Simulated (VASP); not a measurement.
# MoS2 (P-3m1) in VASP: notebook

The runs below take MoS2 through single point, with PBEsol.

Program: VASP 6.6.1. These are calculated values, not measurements. Logs are shortened: lines on timing, memory, paths and dates and some standing lists are left out, and cuts for length are marked.

## (1) The cell of the first run

Symmetry: P-3m1, No. 164, trigonal system. Conventional cell: a = 3.141 Å, b = 3.141 Å, c = 17.079 Å, α = 90.00°, β = 90.00°, γ = 120.00°. Mo (site symmetry 3m) has 6 S at 2.39 Å and 6 Mo at 3.14 Å within 3.2 Å. Within 3.2 Å of S (site symmetry 3m) lie 3 Mo at 2.39 Å and 7 S at 3.12 to 3.14 Å. Within 3.2 Å of S (site symmetry 3m) lie 3 Mo at 2.39 Å and 7 S at 3.12 to 3.14 Å.

## (2) Single point, PBEsol

Contents of INCAR:

```
SYSTEM = MoS2
PREC     = Accurate       ! precision mode
ENCUT    = 520            ! plane-wave cutoff, eV
EDIFF    = 1E-6           ! SCF threshold, eV
ISMEAR   = 0              ! smearing method
SIGMA    = 0.05           ! smearing width, eV
LREAL    = .False.        ! projectors in reciprocal space
LASPH    = .True.         ! aspherical terms in the spheres
NELM     = 100            ! most SCF steps
ALGO     = Normal         ! electronic algorithm
ISIF     = 2              ! what is computed and relaxed
LWAVE    = .False.        ! write WAVECAR
LCHARG   = .False.        ! write CHGCAR
GGA      = PS             ! functional
NBANDS   = 35             ! bands
```

Contents of KPOINTS:

```
Automatic mesh
0
Gamma
  10 10 2
  0 0 0
```

Contents of POSCAR:

```
MoS2
1.0
   -3.1414322132      0.0000000000      0.0000000000
   -1.5707161066     -2.7205601009      0.0000000000
    0.0000000000      0.0000000000     17.0788195080
Mo S
2 4
Direct
    0.3333333333      0.3333333333      0.1841289368
    0.6666666667      0.6666666667      0.5523868103
    0.3333333333      0.3333333333      0.4610985131
    0.6666666667      0.6666666667      0.0928406396
    0.3333333333      0.3333333333      0.6436751074
    0.6666666667      0.6666666667      0.2754172339
```

Potentials or basis: VASP PAW PBE potentials, release 64 (Mo_sv, S).

Started as:

```
> cat potpaw_PBE.64/Mo_sv/POTCAR potpaw_PBE.64/S/POTCAR > POTCAR
> mpirun -np 1 vasp_std > vasp.out
```

OUTCAR:

```text
SYSTEM = MoS2
   PREC = Accurate
   ENCUT = 520
   EDIFF = 1E-6
   ISMEAR = 0
   LREAL = .False.
   LASPH = .True.
   NELM = 100
   ISIF = 2
   GGA = PS

 ion  position               nearest neighbor table
   1  0.333  0.333  0.184-   6 2.39   6 2.39   6 2.39   4 2.39   4 2.39   4 2.39
   2  0.667  0.667  0.552-   5 2.39   5 2.39   5 2.39   3 2.39   3 2.39   3 2.39
   3  0.333  0.333  0.461-   2 2.39   2 2.39   2 2.39
   4  0.667  0.667  0.093-   1 2.39   1 2.39   1 2.39
   5  0.333  0.333  0.644-   2 2.39   2 2.39   2 2.39
   6  0.667  0.667  0.275-   1 2.39   1 2.39   1 2.39

  LATTYP: Found a hexagonal cell.
 ALAT       =     3.1414322132
 C/A-ratio  =     5.4366347414

  Lattice vectors:

 A1 = (   1.5707161066,   2.7205601009,   0.0000000000)
 A2 = (  -3.1414322132,   0.0000000000,   0.0000000000)
 A3 = (   0.0000000000,   0.0000000000,  17.0788195080)

Analysis of symmetry for initial positions (statically):
=====================================================================
 Subroutine PRICEL returns:
 Original cell was already a primitive cell.

 Routine SETGRP: Setting up the symmetry group for a
 hexagonal supercell.

 Subroutine GETGRP returns: Found 12 space group operations
 (whereof  6 operations were pure point group operations)
 out of a pool of 24 trial point group operations.

The static configuration has the point symmetry C_3v.
 The point group associated with its full space group is D_3d.

Analysis of symmetry for dynamics (positions and initial velocities):
=====================================================================
 Subroutine PRICEL returns:
 Original cell was already a primitive cell.

 Routine SETGRP: Setting up the symmetry group for a
 hexagonal supercell.

 Subroutine GETGRP returns: Found 12 space group operations
 (whereof  6 operations were pure point group operations)
 out of a pool of 24 trial point group operations.

The dynamic configuration has the point symmetry C_3v.
 The point group associated with its full space group is D_3d.

 Subroutine INISYM returns: Found 12 space group operations
 (whereof  6 operations are pure point group operations),
 and found     1 'primitive' translations

----------------------------------------------------------------------------------------

                                     Primitive cell

  volume of cell :     145.9634

[... 98 lines left out ...]
   EDIFFG = 0.1E-04   stopping-criterion for IOM
   NSW    =      0    number of steps for IOM
   IBRION =     -1    ionic relax: 0-MD 1-quasi-New 2-CG
   NFREE  =      0    steps in history (QN), initial steepest desc. (CG)
   ISIF   =      2    stress and relaxation
   ISYM   =      2    0-nonsym 1-usesym 2-fastsym
   POTIM  = 0.5000    time-step for ionic-motion
   TEBEG  =    0.0;   TEEND  =   0.0 temperature during run
   PSTRESS=    0.0 pullay stress
   NELECT =      52.0000    total number of electrons
   NUPDOWN=      -1.0000    fix difference up-down
   EMIN   =  10.00;   EMAX   =-10.00  energy-range for DOS
   EFERMI =   0.00;   METHOD = LEGACY
   ISMEAR =     0;   SIGMA  =   0.05  broadening in eV -4-tet -1-fermi 0-gaus
   EFERMI_NEDOS =   21; number of points for ismear=-14 and -15
   IALGO  =     38    algorithm
   IMIX   =      4    mixing-type and parameters
     AMIX     =   0.40;   BMIX     =  1.00
     AMIX_MAG =   1.60;   BMIX_MAG =  1.00
  volume/ion in A,a.u.               =      24.33       164.17
  Fermi-wavevector in a.u.,A,eV,Ry     =   1.160543  2.193109 18.325151  1.346861
  Thomas-Fermi vector in A             =   2.297125
   LORBIT       =      0    0 simple, 1 ext, 2 COOP (PROOUT), +10 PAW based schemes
   GGA     = PS    functional components
   LHFCALC =     F    Hartree Fock is set to
   AEXX    =    0.0000 exact exchange contribution
   IVDW    =     0    specifies the selected vdW correction
   LEPSILON=     F    determine dielectric tensor
   LRPA    =     F    only Hartree local field effects (RPA)
 non-spin polarized calculation
 Gauss-broadening in eV      SIGMA  =   0.05
  energy-cutoff  :      520.00
  volume of cell :      145.96
 maximum number of plane-waves:      3952
   NGX = 11   NGY = 11   NGZ = 63

 number of electron      51.9999999 magnetization

 Free energy of the ion-electron system (eV)
  ---------------------------------------------------
  ext. energy  EPLUGINS =         0.00000000
  ---------------------------------------------------
  free energy    TOTEN  =       -46.87853207 eV

  energy without entropy =      -46.87853207  energy(sigma->0) =      -46.87853207

 E-fermi :   4.0191     XC(G=0):  -8.4804

 val. band max:        3.7228098866   @ k =   0.0000   0.0000   0.0000
 cond. band min:       5.1723870158   @ k =   0.4000   0.2000   0.0000
 fundamental gap:      1.4495771293
 Fermi energy:         4.0191138063

 k-point     1 :       0.0000    0.0000    0.0000
  band No.  band energies     occupation
      1     -57.3415      2.00000
      2     -57.3415      2.00000
      3     -31.5528      2.00000
      4     -31.5527      2.00000
      5     -31.2899      2.00000
      6     -31.2899      2.00000
[... 901 lines left out ...]
     34       7.8568      0.00000
     35       9.8482      0.00000

 [... further k-points ...]

------------------------ aborting loop because EDIFF is reached ----------------------------------------

  FORCE on cell =-STRESS in cart. coord.  units (eV):
  Direction    XX          YY          ZZ          XY          YZ          ZX
  --------------------------------------------------------------------------------------
  -------------------------------------------------------------------------------------
  Total       -0.0543480     -0.0543480     -0.1009595     -0.0000000      0.0000000      0.0000000
  in kB       -0.5965549     -0.5965549     -1.1081893     -0.0000000      0.0000000      0.0000000
  external PRESSURE =      -0.7670997 kB  Pullay stress =       0.0000000 kB

 VOLUME and BASIS-vectors are now :
 -----------------------------------------------------------------------------
  energy-cutoff  :      520.00
  volume of cell :      145.96
      direct lattice vectors                 reciprocal lattice vectors
    -3.141432213  0.000000000  0.000000000    -0.318326143  0.183785684  0.000000000
    -1.570716107 -2.720560101  0.000000000     0.000000000 -0.367571369  0.000000000
     0.000000000  0.000000000 17.078819508     0.000000000  0.000000000  0.058552056

 POSITION                                       TOTAL-FORCE (eV/Angst)
 -----------------------------------------------------------------------------------
     -1.57072     -0.90685      3.14470         0.000000      0.000000     -0.022975
     -3.14143     -1.81371      9.43411        -0.000000     -0.000000      0.022975
     -1.57072     -0.90685      7.87502        -0.000000     -0.000000     -0.002176
     -3.14143     -1.81371      1.58561         0.000000      0.000000      0.019893
     -1.57072     -0.90685     10.99321        -0.000000     -0.000000     -0.019893
     -3.14143     -1.81371      4.70380         0.000000      0.000000      0.002176
 -----------------------------------------------------------------------------------
    total drift:                                0.000000      0.000000      0.000009

  FREE ENERGIE OF THE ION-ELECTRON SYSTEM (eV)
  ---------------------------------------------------
  free  energy   TOTEN  =       -46.8785320740 eV

  energy  without entropy=      -46.8785320740  energy(sigma->0) =      -46.87853207
```

Wall time 4.5 min (1 thread of Intel Xeon 8259CL, shared host); peak memory 0.32 GiB.

Results:

| Item | Value |
| --- | --- |
| Free energy | -46.8785 eV |
| Pressure | -0.1 GPa |
| Largest force | 0.023 eV/Å |
| Band gap on the k mesh | 1.45 eV (least direct gap 2.02 eV) |

Forces in eV/Å, atoms in the order of the input:
```
Mo   0.000  0.000 -0.023
Mo   0.000  0.000  0.023
S    0.000  0.000 -0.002
S    0.000  0.000  0.020
S    0.000  0.000 -0.020
S    0.000  0.000  0.002
```

Caveat: the PAW data sets were made with another functional, which shifts forces and pressure a little. PBEsol gaps usually lie below the measured ones, often by a third to a half.

## (3) Single point, PBEsol (the distance across one plane changed)

Contents of INCAR:

```
SYSTEM = MoS2
ALGO     = Normal         ! electronic algorithm
EDIFF    = 1E-6           ! SCF threshold, eV
ENCUT    = 520            ! plane-wave cutoff, eV
GGA      = PS             ! functional
ISIF     = 2              ! what is computed and relaxed
ISMEAR   = 0              ! smearing method
LASPH    = .True.         ! aspherical terms in the spheres
LCHARG   = .False.        ! write CHGCAR
LREAL    = .False.        ! projectors in reciprocal space
LWAVE    = .False.        ! write WAVECAR
NBANDS   = 35             ! bands
NELM     = 80             ! most SCF steps
PREC     = Accurate       ! precision mode
SIGMA    = 0.05           ! smearing width, eV
```

Contents of KPOINTS:

```
k-points
0
Gamma
  10 10 2
  0 0 0
```

Contents of POSCAR:

```
MoS2
1.0
   -3.1414322132      0.0000000000      0.0000000000
   -1.5707161066     -2.7205601009      0.0000000000
    0.0000000000      0.0000000000     18.5788195080
Mo S
2 4
Direct
    0.3333333333      0.3333333333      0.1692629005
    0.6666666667      0.6666666667      0.5077887014
    0.3333333333      0.3333333333      0.4238707566
    0.6666666667      0.6666666667      0.0853449556
    0.3333333333      0.3333333333      0.5917066462
    0.6666666667      0.6666666667      0.2531808453
```

Potentials or basis: VASP PAW PBE potentials, release 64 (Mo_sv, S).

Started as:

```
> cat potpaw_PBE.64/Mo_sv/POTCAR potpaw_PBE.64/S/POTCAR > POTCAR
> mpirun -np 1 vasp_std > vasp.out
```

Wall time 4.8 min (1 thread of Intel Xeon 8259CL, shared host); peak memory 0.33 GiB.

It converged, with:

```
Free energy            : -46.8783 eV
Largest force          : 0.023 eV/Å
Band gap on the k mesh : 1.45 eV (least direct gap 2.02 eV)
```

Forces on the atoms (eV/Å):
```
Mo   0.000  0.000 -0.023
Mo   0.000  0.000  0.023
S    0.000  0.000 -0.002
S    0.000  0.000  0.020
S    0.000  0.000 -0.020
S    0.000  0.000  0.002
```

Levels at points of the mesh, in eV from the valence-band top:
| k point | band 24 | band 25 | band 26 | band 27 | band 28 | band 29 |
| --- | --- | --- | --- | --- | --- | --- |
| (0.00, 0.00, 0.00) | -1.75 | -0.63 | 0.00 | 2.52 | 2.52 | 2.53 |
| (0.50, 0.00, 0.00) | -1.21 | -1.05 | -1.02 | 2.03 | 2.05 | 2.48 |
| (0.00, 0.00, 0.50) | -1.75 | -0.63 | 0.00 | 2.52 | 2.52 | 2.53 |
| (0.50, 0.00, 0.50) | -1.21 | -1.05 | -1.02 | 2.03 | 2.05 | 2.48 |

Caveat: the cell differs from its parent crystal (the distance across one plane changed); there is no dipole correction, which matters where the two faces differ; the PAW data sets were made with another functional, which shifts forces and pressure a little.
